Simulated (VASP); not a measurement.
# EuS (Fm-3m) in VASP: settings compared, part 2 of 2

VASP 6.6.1. The steps go on from the part before.

### 4 Single point, PBEsol+D3(BJ), collinear spin, ferromagnetic start

This run uses another cell than the first one, of 28.01 Å³/atom.

Contents of INCAR:

```
SYSTEM = EuS
  PREC = Accurate
  ENCUT = 600
  EDIFF = 1E-6
  ISMEAR = -1
  SIGMA = 0.05
  LREAL = .False.
  LASPH = .True.
  NELM = 200
  ALGO = Normal
  ISIF = 2
  LWAVE = .False.
  LCHARG = .False.
  ISPIN = 2
  MAGMOM = 7 0
  LORBIT = 11
  LMAXMIX = 6
  GGA = PS
  IVDW = 12
  NBANDS = 22
  GGA_COMPAT = .False.
```

Contents of KPOINTS:

```
regular mesh
0
Gamma
  8 8 8
  0 0 0
```

Contents of POSCAR:

```
EuS
1.0
    0.0000000000      3.0369167916      3.0369167916
    3.0369167916      0.0000000000      3.0369167916
    3.0369167916      3.0369167916      0.0000000000
Eu S
1 1
Direct
    0.0000000000      0.0000000000      0.0000000000
    0.5000000000      0.5000000000      0.5000000000
```

Started as:

```bash
cat potpaw_PBE.64/Eu/POTCAR potpaw_PBE.64/S/POTCAR > POTCAR
mpirun -np 1 vasp_std > vasp.out
```

Run time: 58 s. Hardware: 1 thread of Intel Xeon 6975P-C (Granite Rapids), shared host; peak memory 0.29 GiB.

It converged, with:

* Free energy: -20.9793 eV
* Pressure: -9.4 GPa
* Band gap on the k mesh: zero (filled and empty bands overlap)
* Net moment: 6.99 μB per cell
* Site moments: Eu +6.61; S -0.07 μB
* Valence electrons inside the program's atomic spheres: Eu 14.69; S 3.69
* Dispersion energy per atom: -0.317 eV

Levels at points of the mesh, in eV from the Fermi level:
Spin up:
```tsv
k point	band 12	band 13	band 14	band 15	band 16	band 17	band 18	band 19
(0.00, 0.00, 0.00)	-0.27	0.00	0.00	0.00	0.39	1.05	1.05	1.05
(0.50, 0.00, 0.00)	-0.31	-0.31	-0.28	-0.27	2.67	3.00	3.43	3.43
(0.50, 0.50, 0.00)	-0.32	-0.32	-0.29	-0.13	-0.13	2.81	2.95	4.17
```
Spin down:
```
           k point  band 4  band 5  band 6  band 7  band 8  band 9  band 10  band 11  band 12  band 13
(0.00, 0.00, 0.00)  -18.04  -13.28   -2.57   -2.57   -2.57    0.98     1.81     1.81     1.81     2.65
(0.50, 0.00, 0.00)  -18.06  -12.48   -4.99   -3.61   -3.61    2.69     3.78     4.02     4.02     4.33
(0.50, 0.50, 0.00)  -18.14  -12.97   -3.74   -2.94   -2.94   -0.11     3.50     3.82     4.16     4.26
```

Caveat: the cell stands under tension; the PAW data sets were made with another functional, which shifts forces and pressure a little; spin-orbit coupling is left out, which moves the levels of the heavy elements; a cell with one magnetic atom can't hold antiferromagnetic order, which such compounds often take; semilocal functionals describe open f shells poorly, which spoils levels, moments and volumes.

### 5 Relaxation of cell and atoms, PBE+D3(BJ), collinear spin, ferromagnetic start

Contents of INCAR:

```
PREC     = Accurate       # precision mode
ENCUT    = 600            # plane-wave cutoff, eV
EDIFF    = 1E-7           # SCF threshold, eV
ISMEAR   = -1             # smearing method
SIGMA    = 0.05           # smearing width, eV
LREAL    = F              # projectors in reciprocal space
LASPH    = T              # aspherical terms in the spheres
NELM     = 200            # most SCF steps
ALGO     = Normal         # electronic algorithm
ISIF     = 3              # what is computed and relaxed
LWAVE    = F              # write WAVECAR
LCHARG   = F              # write CHGCAR
ISPIN    = 2              # spin polarisation
MAGMOM   = 7 0            # initial moments
LORBIT   = 11             # projections on sites
LMAXMIX  = 6              # l up to which the mixer works
GGA      = PE             # functional
IVDW     = 12             # dispersion correction
IBRION   = 2              # ionic algorithm
NSW      = 60             # ionic steps
EDIFFG   = -0.01          # ionic threshold
GGA_COMPAT= F            
NELMIN   = 4
```

Contents of KPOINTS:

```
Automatic mesh
0
Gamma
  8 8 8
```

Contents of POSCAR:

```
EuS
1.0
    0.0000000000      2.9785000000      2.9785000000
    2.9785000000      0.0000000000      2.9785000000
    2.9785000000      2.9785000000      0.0000000000
Eu S
1 1
Direct
    0.0000000000      0.0000000000      0.0000000000
    0.5000000000      0.5000000000      0.5000000000
```

Started as:

```bash
cat potpaw_PBE.64/Eu/POTCAR potpaw_PBE.64/S/POTCAR > POTCAR
mpirun -np 1 vasp_std > vasp.out
```

It took 4.9 min on 1 thread of Intel Xeon 6975P-C (Granite Rapids), shared host; peak memory 0.31 GiB.

Results (log left out):

- Free energy: -20.6489 eV
- Relaxed volume: 23.81 Å³/atom
- Relaxed cell: a = 4.068 Å, b = 4.068 Å, c = 4.068 Å, α = 60.00°, β = 60.00°, γ = 60.00°
- Space group after relaxing (to 0.1 Å): Fm-3m (No. 225)
- Energy gained by relaxing: 43.1 meV/atom
- Ionic steps: 3
- Pressure after relaxing: 0.0 GPa
- Net moment: -6.94 μB per cell
- Site moments: Eu -6.55; S +0.08 μB
- Valence electrons inside the program's atomic spheres: Eu 14.78; S 3.78
- Dispersion energy per atom: -0.368 eV

Step by step:
```tsv
step	energy change (eV)	largest force (eV/Å)	pressure (GPa)	volume (Å³)
1	0.0000	0.0000	-4.83	52.85
2	-0.0847	0.0000	0.81	46.99
3	-0.0863	0.0000	0.04	47.62
```

Final structure:
```
CELL_PARAMETERS angstrom
0.00000 2.87682 2.87682
2.87682 0.00000 2.87682
2.87682 2.87682 0.00000
ATOMIC_POSITIONS crystal
Eu 0.00000 0.00000 0.00000
S 0.50000 0.50000 0.50000
```

Levels at points of the mesh, in eV from the Fermi level:
Spin up:
```
           k point  band 6  band 7  band 8  band 9  band 10  band 11
(0.00, 0.00, 0.00)   -2.63   -2.63   -2.63    1.75     1.75     1.75
(0.50, 0.00, 0.00)   -5.45   -3.98   -3.98    2.91     4.00     4.00
(0.50, 0.50, 0.00)   -3.73   -2.95   -2.95   -0.43     4.08     4.19
```
Spin down:
| k point | band 11 | band 12 | band 13 | band 14 | band 15 | band 16 | band 17 | band 18 | band 19 |
| --- | --- | --- | --- | --- | --- | --- | --- | --- | --- |
| (0.00, 0.00, 0.00) | -0.28 | -0.28 | 0.13 | 0.13 | 0.13 | 0.97 | 0.97 | 0.97 | 1.39 |
| (0.50, 0.00, 0.00) | -0.45 | -0.34 | -0.34 | -0.29 | -0.28 | 3.24 | 3.54 | 3.94 | 3.94 |
| (0.50, 0.50, 0.00) | -0.38 | -0.35 | -0.35 | -0.30 | -0.06 | -0.06 | 3.22 | 3.82 | 5.08 |

Caveat: spin-orbit coupling is left out, which moves the levels of the heavy elements; a cell with one magnetic atom can't hold antiferromagnetic order, which such compounds often take; semilocal functionals describe open f shells poorly, which spoils levels, moments and volumes. With open d or f shells a metallic result of PBE can be an artefact of self-interaction; +U or a hybrid may open a gap.

### 6 The runs side by side

```tsv
task	level	cell	k mesh	grid for exact exchange (PRECFOCK)	share of exact exchange	gap on the mesh (eV)	pressure (GPa)	moment (μB)	relaxed volume (Å³/atom)
relaxation of cell and atoms	B3LYP	relaxed from a = 4.212 Å, angles 60.0°, 2 atoms	4 × 4 × 4	Normal	0.2	1.16	0.0	7.00	27.66
single point	PBEsol+D3(BJ)	a = 4.268 Å, angles 60.0°, 2 atoms	8 × 8 × 8	-	-	none	-8.9	6.98	-
single point	PBEsol+D3(BJ)	a = 4.295 Å, angles 60.0°, 2 atoms	8 × 8 × 8	-	-	none	-9.4	6.99	-
relaxation of cell and atoms	PBE+D3(BJ)	relaxed from a = 4.212 Å, angles 60.0°, 2 atoms	8 × 8 × 8	-	-	none	0.0	6.94	23.81
```

Alike in all rows: potentials or basis VASP PAW PBE potentials, release 64 (Eu, S); spin collinear, ferromagnetic start; cutoff (eV) 600; smearing fermi-dirac 0.05 eV.

Caveats: some runs use coarse meshes; spin-orbit coupling is left out, which moves the levels of the heavy elements; a cell with one magnetic atom can't hold antiferromagnetic order, which such compounds often take; the PAW data sets were made with another functional, which shifts forces and pressure a little (at least some runs); semilocal functionals describe open f shells poorly, which spoils levels, moments and volumes (at least some runs); the cell stands under tension (at least some runs).

Absolute energies hang on the potentials; compare differences alone.
